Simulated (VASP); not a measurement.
# YHg in VASP: further runs, part 2 of 3

VASP 6.6.1. The steps go on from the part before.

### 3 Electric field gradients, LDA (volume scaled by 0.98)

INCAR reads:

```
PREC = Accurate ; ENCUT = 520
EDIFF = 1E-8 ; ISMEAR = -1
SIGMA = 0.08 ; LREAL = False
LASPH = True ; NELM = 80
ALGO = Normal ; ISIF = 2
LWAVE = False ; LCHARG = False
GGA = CA ; LEFG = True
NBANDS = 18
```

KPOINTS reads:

```
regular mesh
0
Gamma
  11 11 11
```

POSCAR reads:

```
YHg
1.0
    3.6572878460      0.0000000000      0.0000000000
    0.0000000000      3.6572878460      0.0000000000
    0.0000000000      0.0000000000      3.6572878460
Y Hg
1 1
Direct
    0.5000000000      0.5000000000      0.5000000000
    0.0000000000      0.0000000000      0.0000000000
```

Potentials or basis: VASP PAW LDA potentials, release 64 (Y_sv, Hg).

The run is started by

```
$ cat potpaw_LDA.64/Y_sv/POTCAR potpaw_LDA.64/Hg/POTCAR > POTCAR
$ mpirun -np 1 vasp_std > vasp.out
```

OUTCAR:

```text
PREC = Accurate
   ENCUT = 520
   EDIFF = 1E-8
   ISMEAR = -1
   LREAL = False
   LASPH = True
   NELM = 80
   ISIF = 2
   GGA = CA

 ion  position               nearest neighbor table
   1  0.500  0.500  0.500-   2 3.17   2 3.17   2 3.17   2 3.17   2 3.17   2 3.17   2 3.17   2 3.17

   2  0.000  0.000  0.000-   1 3.17   1 3.17   1 3.17   1 3.17   1 3.17   1 3.17   1 3.17   1 3.17

  LATTYP: Found a simple cubic cell.
 ALAT       =     3.6572878460

  Lattice vectors:

 A1 = (   3.6572878460,   0.0000000000,   0.0000000000)
 A2 = (   0.0000000000,   3.6572878460,   0.0000000000)
 A3 = (   0.0000000000,   0.0000000000,   3.6572878460)

Analysis of symmetry for initial positions (statically):
=====================================================================
 Subroutine PRICEL returns:
 Original cell was already a primitive cell.

 Routine SETGRP: Setting up the symmetry group for a
 simple cubic supercell.

 Subroutine GETGRP returns: Found 48 space group operations
 (whereof 48 operations were pure point group operations)
 out of a pool of 48 trial point group operations.

The static configuration has the point symmetry O_h .

Analysis of symmetry for dynamics (positions and initial velocities):
=====================================================================
 Subroutine PRICEL returns:
 Original cell was already a primitive cell.

 Routine SETGRP: Setting up the symmetry group for a
 simple cubic supercell.

 Subroutine GETGRP returns: Found 48 space group operations
 (whereof 48 operations were pure point group operations)
 out of a pool of 48 trial point group operations.

The dynamic configuration has the point symmetry O_h .

 Subroutine INISYM returns: Found 48 space group operations
 (whereof 48 operations are pure point group operations),
 and found     1 'primitive' translations

----------------------------------------------------------------------------------------

                                     Primitive cell

  volume of cell :      48.9190

  direct lattice vectors                    reciprocal lattice vectors
     3.657287846  0.000000000  0.000000000     0.273426660  0.000000000  0.000000000
     0.000000000  3.657287846  0.000000000     0.000000000  0.273426660  0.000000000
     0.000000000  0.000000000  3.657287846     0.000000000  0.000000000  0.273426660

  length of vectors
     3.657287846  3.657287846  3.657287846     0.273426660  0.273426660  0.273426660

  position of ions in fractional coordinates (direct lattice)
     0.500000000  0.500000000  0.500000000
     0.000000000  0.000000000  0.000000000

  ion indices of the primitive-cell ions
   primitive index   ion index
                 1           1
                 2           2

----------------------------------------------------------------------------------------

[... 73 lines left out ...]
   IBRION =     -1    ionic relax: 0-MD 1-quasi-New 2-CG
   NFREE  =      0    steps in history (QN), initial steepest desc. (CG)
   ISIF   =      2    stress and relaxation
   ISYM   =      2    0-nonsym 1-usesym 2-fastsym
   POTIM  = 0.5000    time-step for ionic-motion
   TEBEG  =    0.0;   TEEND  =   0.0 temperature during run
   PSTRESS=    0.0 pullay stress
   NELECT =      23.0000    total number of electrons
   NUPDOWN=      -1.0000    fix difference up-down
   EMIN   =  10.00;   EMAX   =-10.00  energy-range for DOS
   EFERMI =   0.00;   METHOD = LEGACY
   ISMEAR =    -1;   SIGMA  =   0.08  broadening in eV -4-tet -1-fermi 0-gaus
   EFERMI_NEDOS =   21; number of points for ismear=-14 and -15
   IALGO  =     38    algorithm
   IMIX   =      4    mixing-type and parameters
     AMIX     =   0.40;   BMIX     =  1.00
     AMIX_MAG =   1.60;   BMIX_MAG =  1.00
  volume/ion in A,a.u.               =      24.46       165.06
  Fermi-wavevector in a.u.,A,eV,Ry     =   1.272990  2.405602 22.048287  1.620503
  Thomas-Fermi vector in A             =   2.405838
   LORBIT       =      0    0 simple, 1 ext, 2 COOP (PROOUT), +10 PAW based schemes
   GGA     = CA    functional components
   LHFCALC =     F    Hartree Fock is set to
   AEXX    =    0.0000 exact exchange contribution
   IVDW    =     0    specifies the selected vdW correction
   LEPSILON=     F    determine dielectric tensor
   LRPA    =     F    only Hartree local field effects (RPA)
 non-spin polarized calculation
  energy-cutoff  :      520.00
  volume of cell :       48.92
 maximum number of plane-waves:      1357
 NGX is ok and might be reduce to    28
   NGX = 13   NGY = 13   NGZ = 13

 number of electron      22.9999996 magnetization

 Free energy of the ion-electron system (eV)
  ---------------------------------------------------
  ext. energy  EPLUGINS =         0.00000000
  ---------------------------------------------------
  free energy    TOTEN  =        -9.22140551 eV

  energy without entropy =       -9.17552690  energy(sigma->0) =       -9.19846620

 E-fermi :   3.9830     XC(G=0): -10.9628

 val. band max:        3.9759563216   @ k =   0.4545   0.0000   0.0000
 cond. band min:       4.0017149440   @ k =   0.3636   0.2727   0.0000
 fundamental gap:      0.0257586224
 Fermi energy:         3.9829737367

 k-point     1 :       0.0000    0.0000    0.0000
  band No.  band energies     occupation
      1     -38.8692      2.00000
      2     -18.8744      2.00000
      3     -18.8744      2.00000
      4     -18.8744      2.00000
      5      -4.1166      2.00000
      6      -3.8760      2.00000
[... 481 lines left out ...]
      5      -3.7227      2.00000
      6      -3.5926      2.00000
[... 10 lines left out ...]
     17      10.6600      0.00000
     18      11.5994      0.00000

 [... further k-points ...]

------------------------ aborting loop because EDIFF is reached ----------------------------------------

  FORCE on cell =-STRESS in cart. coord.  units (eV):
  Direction    XX          YY          ZZ          XY          YZ          ZX
  --------------------------------------------------------------------------------------
  -------------------------------------------------------------------------------------
  Total       -0.5724780     -0.5724780     -0.5724780      0.0000000     -0.0000000      0.0000000
  in kB      -18.7495978    -18.7495978    -18.7495978      0.0000000     -0.0000000      0.0000000
  external PRESSURE =     -18.7495978 kB  Pullay stress =       0.0000000 kB

 VOLUME and BASIS-vectors are now :
 -----------------------------------------------------------------------------
  energy-cutoff  :      520.00
  volume of cell :       48.92
      direct lattice vectors                 reciprocal lattice vectors
     3.657287846  0.000000000  0.000000000     0.273426660  0.000000000  0.000000000
     0.000000000  3.657287846  0.000000000     0.000000000  0.273426660  0.000000000
     0.000000000  0.000000000  3.657287846     0.000000000  0.000000000  0.273426660

 POSITION                                       TOTAL-FORCE (eV/Angst)
 -----------------------------------------------------------------------------------
      1.82864      1.82864      1.82864         0.000000      0.000000      0.000000
      0.00000      0.00000      0.00000         0.000000      0.000000      0.000000
 -----------------------------------------------------------------------------------
    total drift:                               -0.000000      0.000000      0.000000

  FREE ENERGIE OF THE ION-ELECTRON SYSTEM (eV)
  ---------------------------------------------------
  free  energy   TOTEN  =        -9.2214055078 eV

  energy  without entropy=       -9.1755269018  energy(sigma->0) =       -9.19846620

 Electric field gradients (V/A^2)
---------------------------------------------------------------------
 ion       V_xx      V_yy      V_zz      V_xy      V_xz      V_yz
---------------------------------------------------------------------
   1      -0.000    -0.000    -0.000    -0.000    -0.000    -0.000
   2       0.000     0.000     0.000     0.000     0.000     0.000
---------------------------------------------------------------------

 Electric field gradients after diagonalization (V/A^2)
 (convention: |V_zz| > |V_xx| > |V_yy|)
----------------------------------------------------------------------
 ion       V_xx      V_yy      V_zz     asymmetry (V_yy - V_xx)/ V_zz
----------------------------------------------------------------------
   1      -0.000    -0.000    -0.000      -0.635
   2       0.000     0.000     0.000      -0.088
----------------------------------------------------------------------

           NMR quadrupolar parameters

 Cq : quadrupolar parameter    Cq=e*Q*V_zz/h
 eta: asymmetry parameters     (V_yy - V_xx)/ V_zz
 Q  : nuclear electric quadrupole moment in mb (millibarn)
----------------------------------------------------------------------
 ion       Cq(MHz)       eta       Q (mb)
----------------------------------------------------------------------
   1      -0.000      -0.635       1.000
   2       0.000      -0.088       1.000
----------------------------------------------------------------------
```

Run time: 16 s. Hardware: 1 thread of Intel Xeon 6975P-C (Granite Rapids), shared host; peak memory 0.19 GiB.

What came out:

```yaml
Free_energy: -9.2214 eV
Pressure: -1.9 GPa
```

Caveat: without QUAD_EFG the Cq values of the log hold for a quadrupole moment of 1 mb, not for the nuclei; spin-orbit coupling is left out, which moves the levels of the heavy elements.

### 4 Electric field gradients, LDA (volume scaled by 0.99)

INCAR reads:

```
PREC = Accurate
ENCUT = 520
EDIFF = 1E-8
ISMEAR = -1
SIGMA = 0.08
LREAL = F
LASPH = T
NELM = 80
ALGO = Normal
ISIF = 2
LWAVE = F
LCHARG = F
GGA = CA
LEFG = T
NBANDS = 18
```

KPOINTS reads:

```
Automatic mesh
0
Gamma
  11 11 11
```

POSCAR reads:

```
YHg
1.0
    3.6696855268      0.0000000000      0.0000000000
    0.0000000000      3.6696855268      0.0000000000
    0.0000000000      0.0000000000      3.6696855268
Y Hg
1 1
Direct
    0.5000000000      0.5000000000      0.5000000000
    0.0000000000      0.0000000000      0.0000000000
```

Potentials or basis: VASP PAW LDA potentials, release 64 (Y_sv, Hg).

The run is started by

```
$ cat potpaw_LDA.64/Y_sv/POTCAR potpaw_LDA.64/Hg/POTCAR > POTCAR
$ mpirun -np 1 vasp_std > vasp.out
```

OUTCAR:

```text
PREC = Accurate
   ENCUT = 520
   EDIFF = 1E-8
   ISMEAR = -1
   LREAL = F
   LASPH = T
   NELM = 80
   ISIF = 2
   GGA = CA

 ion  position               nearest neighbor table
   1  0.500  0.500  0.500-   2 3.18   2 3.18   2 3.18   2 3.18   2 3.18   2 3.18   2 3.18   2 3.18

   2  0.000  0.000  0.000-   1 3.18   1 3.18   1 3.18   1 3.18   1 3.18   1 3.18   1 3.18   1 3.18

  LATTYP: Found a simple cubic cell.
 ALAT       =     3.6696855268

  Lattice vectors:

 A1 = (   3.6696855268,   0.0000000000,   0.0000000000)
 A2 = (   0.0000000000,   3.6696855268,   0.0000000000)
 A3 = (   0.0000000000,   0.0000000000,   3.6696855268)

Analysis of symmetry for initial positions (statically):
=====================================================================
 Subroutine PRICEL returns:
 Original cell was already a primitive cell.

 Routine SETGRP: Setting up the symmetry group for a
 simple cubic supercell.

 Subroutine GETGRP returns: Found 48 space group operations
 (whereof 48 operations were pure point group operations)
[... 693 lines left out ...]
     0.000000000  3.669685527  0.000000000     0.000000000  0.272502914  0.000000000
     0.000000000  0.000000000  3.669685527     0.000000000  0.000000000  0.272502914

 POSITION                                       TOTAL-FORCE (eV/Angst)
 -----------------------------------------------------------------------------------
      1.83484      1.83484      1.83484         0.000000      0.000000      0.000000
      0.00000      0.00000      0.00000         0.000000      0.000000      0.000000
 -----------------------------------------------------------------------------------
    total drift:                               -0.000000      0.000000      0.000000

  FREE ENERGIE OF THE ION-ELECTRON SYSTEM (eV)
  ---------------------------------------------------
  free  energy   TOTEN  =        -9.2145856693 eV

  energy  without entropy=       -9.1689461530  energy(sigma->0) =       -9.19176591

 Electric field gradients (V/A^2)
---------------------------------------------------------------------
 ion       V_xx      V_yy      V_zz      V_xy      V_xz      V_yz
---------------------------------------------------------------------
   1      -0.000     0.000     0.000    -0.000    -0.000     0.000
   2       0.000    -0.000     0.000    -0.000     0.000    -0.000
---------------------------------------------------------------------

 Electric field gradients after diagonalization (V/A^2)
 (convention: |V_zz| > |V_xx| > |V_yy|)
----------------------------------------------------------------------
 ion       V_xx      V_yy      V_zz     asymmetry (V_yy - V_xx)/ V_zz
----------------------------------------------------------------------
   1       0.000     0.000    -0.000       0.025
   2      -0.000     0.000     0.000       0.948
----------------------------------------------------------------------

           NMR quadrupolar parameters

 Cq : quadrupolar parameter    Cq=e*Q*V_zz/h
 eta: asymmetry parameters     (V_yy - V_xx)/ V_zz
 Q  : nuclear electric quadrupole moment in mb (millibarn)
----------------------------------------------------------------------
 ion       Cq(MHz)       eta       Q (mb)
----------------------------------------------------------------------
   1      -0.000       0.025       1.000
   2       0.000       0.948       1.000
----------------------------------------------------------------------
```

It took 16 s on 1 thread of Intel Xeon 6975P-C (Granite Rapids), shared host; peak memory 0.19 GiB.

What came out:

* Free energy: -9.2146 eV
* Pressure: -2.6 GPa

Levels at points of the mesh, in eV from the Fermi level:
```
           k point  band 9  band 10  band 11  band 12  band 13  band 14
(0.00, 0.00, 0.00)   -7.23    -7.23     0.25     0.25     3.84     3.84
```

Caveat: without QUAD_EFG the Cq values of the log hold for a quadrupole moment of 1 mb, not for the nuclei; spin-orbit coupling is left out, which moves the levels of the heavy elements.

[end of part 2 of 3]
